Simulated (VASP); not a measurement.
# BaTe (P-6m2) in VASP: density of states with PBE

Aim: the density of states of BaTe with PBE.

All numbers are computed with VASP 6.6.1; they aren't measurements. Logs are shortened: lines on timing, memory, paths and dates and some standing lists are left out, and cuts for length are marked.

### 1 The cell of the first run

The structure is hexagonal, space group P-6m2 (No. 187). The conventional cell has a = 4.808 Å, b = 4.808 Å, c = 4.410 Å, α = 90.00°, β = 90.00°, γ = 120.00°. Ba (site symmetry -6m2) has 6 Te at 3.55 Å and 2 Ba at 4.41 Å within 4.7 Å. Within 4.7 Å of Te (site symmetry -6m2) lie 6 Ba at 3.55 Å and 2 Te at 4.41 Å.

### 2 Density of states, PBE

POSCAR reads:

```
BaTe
1.0
    4.8078987603      0.0000000000      0.0000000000
   -2.4039493801      4.1637624653      0.0000000000
    0.0000000000      0.0000000000      4.4099628075
Ba Te
1 1
Direct
    0.3333333333      0.6666666667      0.0000000000
    0.6666666667      0.3333333333      0.5000000000
```

INCAR.step1 reads:

```
PREC = Accurate ; ENCUT = 400
EDIFF = 1E-6 ; ISMEAR = 0
SIGMA = 0.02 ; LREAL = F
LASPH = T ; NELM = 120
ALGO = Normal ; ISIF = 2
LWAVE = F ; LCHARG = T
GGA = PE ; NBANDS = 15
GGA_COMPAT = F ; NEDOS = 2001
LORBIT = 11
```

KPOINTS.step1 reads:

```
Automatic mesh
0
Gamma
  6 6 6
```

INCAR.step2 reads:

```
PREC = Accurate ; ENCUT = 400
EDIFF = 1E-6 ; ISMEAR = -5
SIGMA = 0.02 ; LREAL = F
LASPH = T ; NELM = 120
ALGO = Normal ; ISIF = 2
LWAVE = F ; LCHARG = F
GGA = PE ; LORBIT = 11
NBANDS = 15 ; NEDOS = 1001
ICHARG = 11 ; GGA_COMPAT = F
```

KPOINTS.step2 reads:

```
Automatic mesh
0
Gamma
  9 9 9
```

Potentials or basis: VASP PAW PBE potentials, release 64 (Ba_sv, Te).

Started as:

```
$ cat potpaw_PBE.64/Ba_sv/POTCAR potpaw_PBE.64/Te/POTCAR > POTCAR
$ cp INCAR.step1 INCAR
$ cp KPOINTS.step1 KPOINTS
$ mpirun -np 1 vasp_std > vasp.out
$ cp INCAR.step2 INCAR
$ cp KPOINTS.step2 KPOINTS
$ mpirun -np 1 vasp_std > vasp.out
```

OUTCAR:

```text
PREC = Accurate
   ENCUT = 400
   EDIFF = 1E-6
   ISMEAR = -5
   LREAL = F
   LASPH = T
   NELM = 120
   ISIF = 2
   GGA = PE
   LORBIT = 11
   ICHARG = 11

 ion  position               nearest neighbor table
   1  0.333  0.667  0.000-   2 3.55   2 3.55   2 3.55   2 3.55   2 3.55   2 3.55
   2  0.667  0.333  0.500-   1 3.55   1 3.55   1 3.55   1 3.55   1 3.55   1 3.55

  LATTYP: Found a hexagonal cell.
 ALAT       =     4.8078987603
 C/A-ratio  =     0.9172328760

  Lattice vectors:

 A1 = (   4.8078987603,   0.0000000000,   0.0000000000)
 A2 = (  -2.4039493801,   4.1637624653,   0.0000000000)
 A3 = (   0.0000000000,   0.0000000000,   4.4099628075)

Analysis of symmetry for initial positions (statically):
=====================================================================
 Subroutine PRICEL returns:
 Original cell was already a primitive cell.

 Routine SETGRP: Setting up the symmetry group for a
 hexagonal supercell.

 Subroutine GETGRP returns: Found 12 space group operations
 (whereof 12 operations were pure point group operations)
 out of a pool of 24 trial point group operations.

The static configuration has the point symmetry D_3h.

Analysis of symmetry for dynamics (positions and initial velocities):
=====================================================================
 Subroutine PRICEL returns:
 Original cell was already a primitive cell.

 Routine SETGRP: Setting up the symmetry group for a
 hexagonal supercell.

 Subroutine GETGRP returns: Found 12 space group operations
 (whereof 12 operations were pure point group operations)
 out of a pool of 24 trial point group operations.

The dynamic configuration has the point symmetry D_3h.

 Subroutine INISYM returns: Found 12 space group operations
 (whereof 12 operations are pure point group operations),
 and found     1 'primitive' translations

----------------------------------------------------------------------------------------

                                     Primitive cell

  volume of cell :      88.2828

  direct lattice vectors                    reciprocal lattice vectors
     4.807898760  0.000000000  0.000000000     0.207991068  0.120083699  0.000000000
    -2.403949380  4.163762465  0.000000000     0.000000000  0.240167399  0.000000000
     0.000000000  0.000000000  4.409962808     0.000000000  0.000000000  0.226759282

  length of vectors
     4.807898760  4.807898760  4.409962808     0.240167399  0.240167399  0.226759282

  position of ions in fractional coordinates (direct lattice)
     0.333333333  0.666666667  0.000000000
[... 93 lines left out ...]
   EMIN   =  10.00;   EMAX   =-10.00  energy-range for DOS
   EFERMI =   0.00;   METHOD = LEGACY
   ISMEAR =    -5;   SIGMA  =   0.02  broadening in eV -4-tet -1-fermi 0-gaus
   EFERMI_NEDOS =   21; number of points for ismear=-14 and -15
   IALGO  =     38    algorithm
   IMIX   =      4    mixing-type and parameters
     AMIX     =   0.40;   BMIX     =  1.00
     AMIX_MAG =   1.60;   BMIX_MAG =  1.00
  volume/ion in A,a.u.               =      44.14       297.88
  Fermi-wavevector in a.u.,A,eV,Ry     =   0.926452  1.750740 11.678053  0.858313
  Thomas-Fermi vector in A             =   2.052415
   LORBIT       =     11    0 simple, 1 ext, 2 COOP (PROOUT), +10 PAW based schemes
   GGA     = PE    functional components
   LHFCALC =     F    Hartree Fock is set to
   AEXX    =    0.0000 exact exchange contribution
   IVDW    =     0    specifies the selected vdW correction
   LEPSILON=     F    determine dielectric tensor
   LRPA    =     F    only Hartree local field effects (RPA)
 non-spin polarized calculation
 Fermi weights with tetrahedron method with Bloechl corrections
  energy-cutoff  :      400.00
  volume of cell :       88.28
 maximum number of plane-waves:      1617
 NGX is ok and might be reduce to    32

 number of electron      16.0000000 magnetization

 Free energy of the ion-electron system (eV)
  ---------------------------------------------------
  ext. energy  EPLUGINS =         0.00000000
  ---------------------------------------------------
  free energy    TOTEN  =        -8.39137169 eV

  energy without entropy =       -8.39137169  energy(sigma->0) =       -8.39137169

 E-fermi :   2.4390     XC(G=0):  -8.0890

 val. band max:        2.4309218865   @ k =   0.0000   0.0000   0.0000
 cond. band min:       3.8993502450   @ k =   0.0000   0.0000   0.0000
 fundamental gap:      1.4684283584
 Fermi energy:         2.4389714955

 k-point     1 :       0.0000    0.0000    0.0000
  band No.  band energies     occupation
      1     -25.0708      2.00000
      2     -10.2253      2.00000
      3     -10.2253      2.00000
      4     -10.1273      2.00000
      5      -7.3134      2.00000
      6       1.7078      2.00000
      7       1.7078      2.00000
      8       2.4309      2.00000
      9       3.8994      0.00000
     10       4.8270      0.00000
     11       6.9570      0.00000
     12       6.9570      0.00000
     13       7.1507      0.00000
     14       7.1507      0.00000
[... 401 lines left out ...]
      2     -10.5083      2.00000
      3     -10.3604      2.00000
      4     -10.1226      2.00000
      5      -6.7369      2.00000
      6       0.6444      2.00000
      7       1.0346      2.00000
      8       1.6561      2.00000
      9       5.2291      0.00000
     10       5.9021      0.00000
     11       6.3215      0.00000
     12       6.4705      0.00000
     13       8.5279      0.00000
     14       9.5939      0.00000
     15      10.2644      0.00000

 [... further k-points ...]
[... 5 lines left out ...]
  --------------------------------------------------------------------------------------
  -------------------------------------------------------------------------------------
  Total        0.1563926      0.1563926      0.1905873      0.0000000      0.0000000      0.0000000
  in kB        2.8382504      2.8382504      3.4588236      0.0000000      0.0000000      0.0000000
  external PRESSURE =       3.0451081 kB  Pullay stress =       0.0000000 kB

 VOLUME and BASIS-vectors are now :
 -----------------------------------------------------------------------------
  energy-cutoff  :      400.00
  volume of cell :       88.28
      direct lattice vectors                 reciprocal lattice vectors
     4.807898760  0.000000000  0.000000000     0.207991068  0.120083699  0.000000000
    -2.403949380  4.163762465  0.000000000     0.000000000  0.240167399  0.000000000
     0.000000000  0.000000000  4.409962808     0.000000000  0.000000000  0.226759282

 POSITION                                       TOTAL-FORCE (eV/Angst)
 -----------------------------------------------------------------------------------
     -0.00000      2.77584      0.00000         0.000000      0.000000      0.000000
      2.40395      1.38792      2.20498        -0.000000      0.000000      0.000000
 -----------------------------------------------------------------------------------
    total drift:                                0.000503     -0.000290     -0.000000

  FREE ENERGIE OF THE ION-ELECTRON SYSTEM (eV)
  ---------------------------------------------------
  free  energy   TOTEN  =        -8.3913716941 eV

  energy  without entropy=       -8.3913716941  energy(sigma->0) =       -8.39137169

 total charge

# of ion       s       p       d       tot
------------------------------------------
    1        2.010   5.600   0.271   7.882
    2        1.341   2.112   0.004   3.457
--------------------------------------------------
tot          3.351   7.712   0.275  11.339
```

OUTCAR.step1:

```text
PREC = Accurate
   ENCUT = 400
   EDIFF = 1E-6
   ISMEAR = 0
   LREAL = F
   LASPH = T
[... 659 lines left out ...]
    total drift:                                0.000000     -0.000000     -0.000000

  FREE ENERGIE OF THE ION-ELECTRON SYSTEM (eV)
  ---------------------------------------------------
  free  energy   TOTEN  =        -8.3905545305 eV

  energy  without entropy=       -8.3905545305  energy(sigma->0) =       -8.39055453

 total charge

# of ion       s       p       d       tot
------------------------------------------
    1        2.010   5.600   0.271   7.882
    2        1.341   2.113   0.004   3.458
--------------------------------------------------
tot          3.351   7.713   0.275  11.339
```

It took 26 s on 1 thread of AMD EPYC 9R45 (Zen 5), shared host; peak memory 0.17 GiB.

What came out:

| Quantity | Value |
| --- | --- |
| Valence electrons inside the program's atomic spheres | Ba 7.88; Te 3.46 |

Caveat: spin-orbit coupling is left out, which moves the levels of the heavy elements.
